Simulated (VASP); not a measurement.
# NiO (Fm-3m) in VASP: single point with PBEsol+U

Aim: the single point of NiO with PBEsol+U.

Program: VASP 6.6.1. These are calculated values, not measurements. Logs are shortened: lines on timing, memory, paths and dates and some standing lists are left out, and cuts for length are marked.

**1. The cell of the first run**

Symmetry: Fm-3m, No. 225, cubic system. The conventional cell has a = 4.183 Å, b = 4.183 Å, c = 4.183 Å, α = 90.00°, β = 90.00°, γ = 90.00°. Ni (site symmetry m-3m) has 6 O at 2.09 Å within 2.8 Å. O (site symmetry m-3m) has 6 Ni at 2.09 Å within 2.8 Å.

**2. Single point, PBEsol+U, collinear spin, ferromagnetic start**

The input, INCAR:

```
  ALGO = Normal
  EDIFF = 1E-6
  ENCUT = 1340
  GGA = PS
  GGA_COMPAT = F
  ISIF = 2
  ISMEAR = 0
  ISPIN = 2
  LASPH = T
  LCHARG = F
  LDAU = T
  LDAUJ = 0 0
  LDAUL = 2 -1
  LDAUPRINT = 1
  LDAUTYPE = 2
  LDAUU = 4 0
  LMAXMIX = 4
  LORBIT = 11
  LREAL = F
  LWAVE = F
  MAGMOM = 0.5 0
  NBANDS = 23
  NELM = 200
  NUPDOWN = 0.5
  PREC = Accurate
  SIGMA = 0.05
```

The input, KPOINTS:

```
k-points
0
Gamma
  8 8 8
```

The input, POSCAR:

```
NiO
1.0
    0.0000000000      2.0913095100      2.0913095100
    2.0913095100      0.0000000000      2.0913095100
    2.0913095100      2.0913095100      0.0000000000
Ni O
1 1
Direct
    0.0000000000      0.0000000000      0.0000000000
    0.5000000000      0.5000000000      0.5000000000
```

Potentials or basis: VASP PAW PBE potentials, release 64 (Ni_sv_GW, O_h).

On the command line:

```bash
$ cat potpaw_PBE.64/Ni_sv_GW/POTCAR potpaw_PBE.64/O_h/POTCAR > POTCAR
$ mpirun -np 1 vasp_std > vasp.out
```

OUTCAR:

```text
EDIFF = 1E-6
   ENCUT = 1340
   GGA = PS
   ISIF = 2
   ISMEAR = 0
   ISPIN = 2
   LASPH = T
   LORBIT = 11
   LREAL = F
   NELM = 200
   NUPDOWN = 0.5
   PREC = Accurate

 ion  position               nearest neighbor table
   1  0.000  0.000  0.000-   2 2.09   2 2.09   2 2.09   2 2.09   2 2.09   2 2.09
   2  0.500  0.500  0.500-   1 2.09   1 2.09   1 2.09   1 2.09   1 2.09   1 2.09

  LATTYP: Found a face centered cubic cell.
 ALAT       =     4.1826190200

  Lattice vectors:

 A1 = (   0.0000000000,   2.0913095100,   2.0913095100)
 A2 = (   2.0913095100,   0.0000000000,   2.0913095100)
 A3 = (   2.0913095100,   2.0913095100,   0.0000000000)

Analysis of symmetry for initial positions (statically):
=====================================================================
 Subroutine PRICEL returns:
 Original cell was already a primitive cell.

 Routine SETGRP: Setting up the symmetry group for a
 face centered cubic supercell.

 Subroutine GETGRP returns: Found 48 space group operations
 (whereof 48 operations were pure point group operations)
 out of a pool of 48 trial point group operations.

The static configuration has the point symmetry O_h .

Analysis of symmetry for dynamics (positions and initial velocities):
=====================================================================
 Subroutine PRICEL returns:
 Original cell was already a primitive cell.

 Routine SETGRP: Setting up the symmetry group for a
 face centered cubic supercell.

 Subroutine GETGRP returns: Found 48 space group operations
 (whereof 48 operations were pure point group operations)
 out of a pool of 48 trial point group operations.

The dynamic configuration has the point symmetry O_h .

Analysis of structural, dynamic, and magnetic symmetry:
=====================================================================
 Subroutine PRICEL returns:
 Original cell was already a primitive cell.

 Routine SETGRP: Setting up the symmetry group for a
 face centered cubic supercell.

 Subroutine GETGRP returns: Found 48 space group operations
 (whereof 48 operations were pure point group operations)
 out of a pool of 48 trial point group operations.

The overall configuration has the point symmetry O_h .

 Subroutine INISYM returns: Found 48 space group operations
 (whereof 48 operations are pure point group operations),
 and found     1 'primitive' translations

----------------------------------------------------------------------------------------

                                     Primitive cell

  volume of cell :      18.2930

  direct lattice vectors                    reciprocal lattice vectors
     0.000000000  2.091309510  2.091309510    -0.239084649  0.239084649  0.239084649
     2.091309510  0.000000000  2.091309510     0.239084649 -0.239084649  0.239084649
     2.091309510  2.091309510  0.000000000     0.239084649  0.239084649 -0.239084649

  length of vectors
     2.957558272  2.957558272  2.957558272     0.414106759  0.414106759  0.414106759

  position of ions in fractional coordinates (direct lattice)
     0.000000000  0.000000000  0.000000000
     0.500000000  0.500000000  0.500000000

  ion indices of the primitive-cell ions
   primitive index   ion index
                 1           1
                 2           2

----------------------------------------------------------------------------------------

 KPOINTS: k-points

[... 66 lines left out ...]
   NELM   =    200;   NELMIN=  2; NELMDL= -5     # of ELM steps
   EDIFF  = 0.1E-05   stopping-criterion for ELM
   LREAL  =      F    real-space projection
   EDIFFG = 0.1E-04   stopping-criterion for IOM
   NSW    =      0    number of steps for IOM
   IBRION =     -1    ionic relax: 0-MD 1-quasi-New 2-CG
   NFREE  =      0    steps in history (QN), initial steepest desc. (CG)
   ISIF   =      2    stress and relaxation
   ISYM   =      2    0-nonsym 1-usesym 2-fastsym
   POTIM  = 0.5000    time-step for ionic-motion
   TEBEG  =    0.0;   TEEND  =   0.0 temperature during run
   PSTRESS=    0.0 pullay stress
   NELECT =      24.0000    total number of electrons
   NUPDOWN=       0.5000    fix difference up-down
   EMIN   =  10.00;   EMAX   =-10.00  energy-range for DOS
   EFERMI =   0.00;   METHOD = LEGACY
   ISMEAR =     0;   SIGMA  =   0.05  broadening in eV -4-tet -1-fermi 0-gaus
   EFERMI_NEDOS =   21; number of points for ismear=-14 and -15
   IALGO  =     38    algorithm
   IMIX   =      4    mixing-type and parameters
     AMIX     =   0.40;   BMIX     =  1.00
     AMIX_MAG =   1.60;   BMIX_MAG =  1.00
  volume/ion in A,a.u.               =       9.15        61.72
  Fermi-wavevector in a.u.,A,eV,Ry     =   1.792188  3.386745 43.701074  3.211938
  Thomas-Fermi vector in A             =   2.854603
   LORBIT       =     11    0 simple, 1 ext, 2 COOP (PROOUT), +10 PAW based schemes
 LDA+U is selected, type is set to LDAUTYPE =  2
   angular momentum for each species LDAUL =     2   -1
   U (eV)           for each species LDAUU =   4.0  0.0
   J (eV)           for each species LDAUJ =   0.0  0.0
   GGA     = PS    functional components
   LHFCALC =     F    Hartree Fock is set to
   AEXX    =    0.0000 exact exchange contribution
   IVDW    =     0    specifies the selected vdW correction
   LEPSILON=     F    determine dielectric tensor
   LRPA    =     F    only Hartree local field effects (RPA)
 spin polarized calculation
 Gauss-broadening in eV      SIGMA  =   0.05
  energy-cutoff  :     1340.00
  volume of cell :       18.29
 maximum number of plane-waves:      2085
   NGX = 17   NGY = 17   NGZ = 17

atom =   1  type =  1  l = 2

 onsite density matrix

spin component  1

  0.9178  0.0000  0.0000 -0.0000 -0.0000
  0.0000  0.9178 -0.0000 -0.0000  0.0000
  0.0000 -0.0000  0.7318 -0.0000 -0.0000
 -0.0000 -0.0000 -0.0000  0.9178  0.0000
 -0.0000  0.0000 -0.0000  0.0000  0.7318

spin component  2

  0.9177  0.0000  0.0000 -0.0000  0.0000
  0.0000  0.9177 -0.0000 -0.0000  0.0000
  0.0000 -0.0000  0.4723  0.0000 -0.0000
 -0.0000 -0.0000  0.0000  0.9177 -0.0000
  0.0000  0.0000 -0.0000 -0.0000  0.4723

 occupancies and eigenvectors

  o =  0.4723  v =  0.0000  0.0000  0.0000  0.0000  0.0000  0.0000 -0.0000 -1.0000  0.0000  0.0082      0.0000  0.0000  0.0000  0.0000  0.0000  0.0000  0.0000  0.0000  0.0000  0.0000
  o =  0.4723  v =  0.0000  0.0000  0.0000  0.0000  0.0000  0.0000  0.0000  0.0082  0.0000  1.0000      0.0000  0.0000  0.0000  0.0000  0.0000  0.0000  0.0000  0.0000  0.0000  0.0000
  o =  0.7318  v =  0.0000  0.0000 -0.3305  0.0000  0.9438  0.0000  0.0000  0.0000  0.0000  0.0000      0.0000  0.0000  0.0000  0.0000  0.0000  0.0000  0.0000  0.0000  0.0000  0.0000
  o =  0.7318  v =  0.0000  0.0000  0.9438  0.0000  0.3305  0.0000  0.0000  0.0000  0.0000  0.0000      0.0000  0.0000  0.0000  0.0000  0.0000  0.0000  0.0000  0.0000  0.0000  0.0000
  o =  0.9177  v =  0.0000  0.0000  0.0000  0.0000  0.0000  0.0000  0.9317 -0.0000 -0.3633  0.0000      0.0000  0.0000  0.0000  0.0000  0.0000  0.0000  0.0000  0.0000  0.0000  0.0000
  o =  0.9177  v =  0.0000  0.0000  0.0000  0.0000  0.0000  1.0000  0.0000  0.0000  0.0000  0.0000      0.0000  0.0000  0.0000  0.0000  0.0000  0.0000  0.0000  0.0000  0.0000  0.0000
  o =  0.9177  v =  0.0000  0.0000  0.0000  0.0000  0.0000  0.0000  0.3633 -0.0000  0.9317 -0.0000      0.0000  0.0000  0.0000  0.0000  0.0000  0.0000  0.0000  0.0000  0.0000  0.0000
  o =  0.9178  v =  0.0000 -0.8328  0.0000  0.5536  0.0000  0.0000  0.0000  0.0000  0.0000  0.0000      0.0000  0.0000  0.0000  0.0000  0.0000  0.0000  0.0000  0.0000  0.0000  0.0000
  o =  0.9178  v =  0.0000  0.5536 -0.0000  0.8328 -0.0000  0.0000  0.0000  0.0000  0.0000  0.0000      0.0000  0.0000  0.0000  0.0000  0.0000  0.0000  0.0000  0.0000  0.0000  0.0000
  o =  0.9178  v =  1.0000  0.0000  0.0000  0.0000  0.0000  0.0000  0.0000  0.0000  0.0000  0.0000      0.0000  0.0000  0.0000  0.0000  0.0000  0.0000  0.0000  0.0000  0.0000  0.0000

 number of electron      23.9999997 magnetization       0.5000000

 Free energy of the ion-electron system (eV)
  ---------------------------------------------------
  ext. energy  EPLUGINS =         0.00000000
  ---------------------------------------------------
  free energy    TOTEN  =       -10.50441757 eV

  energy without entropy =      -10.50158218  energy(sigma->0) =      -10.50299988

 E-fermi :   7.5883     XC(G=0): -13.2661

 val. band max:        7.5844547959   @ k =   0.3750   0.3750   0.0000
 cond. band min:       6.6705341131   @ k =  -0.1250   0.1250   0.0000
 fundamental gap:     -0.9139206828
 Fermi energy:         6.5864817188

 spin component 1

 k-point     1 :       0.0000    0.0000    0.0000
  band No.  band energies     occupation
      1     -95.4428      1.00000
      2     -56.0014      1.00000
      3     -56.0014      1.00000
      4     -56.0014      1.00000
      5     -13.2095      1.00000
      6       4.0260      1.00000
[... 1241 lines left out ...]
     22      37.5549      0.00000
     23      38.2995      0.00000

 [... further k-points ...]

------------------------ aborting loop because EDIFF is reached ----------------------------------------

  FORCE on cell =-STRESS in cart. coord.  units (eV):
  Direction    XX          YY          ZZ          XY          YZ          ZX
  --------------------------------------------------------------------------------------
  -------------------------------------------------------------------------------------
  Total       -1.4321954     -1.4321954     -1.4321954      0.0000000      0.0000000     -0.0000000
  in kB     -125.4376580   -125.4376580   -125.4376580      0.0000000      0.0000000     -0.0000000
  external PRESSURE =    -125.4376580 kB  Pullay stress =       0.0000000 kB

 VOLUME and BASIS-vectors are now :
 -----------------------------------------------------------------------------
  energy-cutoff  :     1340.00
  volume of cell :       18.29
      direct lattice vectors                 reciprocal lattice vectors
     0.000000000  2.091309510  2.091309510    -0.239084649  0.239084649  0.239084649
     2.091309510  0.000000000  2.091309510     0.239084649 -0.239084649  0.239084649
     2.091309510  2.091309510  0.000000000     0.239084649  0.239084649 -0.239084649

 POSITION                                       TOTAL-FORCE (eV/Angst)
 -----------------------------------------------------------------------------------
      0.00000      0.00000      0.00000         0.000000      0.000000      0.000000
      2.09131      2.09131      2.09131         0.000000      0.000000     -0.000000
 -----------------------------------------------------------------------------------
    total drift:                                0.000000      0.000000      0.000000

  FREE ENERGIE OF THE ION-ELECTRON SYSTEM (eV)
  ---------------------------------------------------
  free  energy   TOTEN  =       -10.5044175740 eV

  energy  without entropy=      -10.5015821767  energy(sigma->0) =      -10.50299988

 total charge

# of ion       s       p       d       f       tot
--------------------------------------------------
    1        2.145   6.199   7.885   0.009  16.239
    2        1.052   2.247   0.000   0.000   3.298
--------------------------------------------------
tot          3.197   8.446   7.885   0.009  19.537

 magnetization (x)

# of ion       s       p       d       f       tot
--------------------------------------------------
    1        0.005   0.005   0.519   0.000   0.529
    2        0.007  -0.026   0.000   0.000  -0.019
--------------------------------------------------
tot          0.011  -0.021   0.519   0.000   0.510
```

Run time: 3.7 min. Hardware: 1 thread of Intel Xeon Platinum 8375C at 2.90GHz (Ice Lake), shared host; peak memory 0.3 GiB.

What came out:

| Item | Value |
| --- | --- |
| Free energy | -10.5044 eV |
| Pressure | -12.5 GPa |
| Net moment | 0.50 μB per cell |
| Site moments | Ni +0.53; O -0.02 μB |
| Valence electrons inside the program's atomic spheres | Ni 16.24; O 3.30 |

Eigenvalues of the final occupation matrices:
| site | spin | trace | eigenvalues |
| --- | --- | --- | --- |
| site 1 d | 1 | 4.22 | 0.73 0.73 0.92 0.92 0.92 |
| site 1 d | 2 | 3.70 | 0.47 0.47 0.92 0.92 0.92 |

Caveat: the cell stands under tension; the PAW data sets were made with another functional, which shifts forces and pressure a little; the total moment is fixed, so each spin has its own Fermi level and the state may be an excited one; a cell with one magnetic atom can't hold antiferromagnetic order, which such compounds often take. The state reached can hang on the start; a lower one may exist.
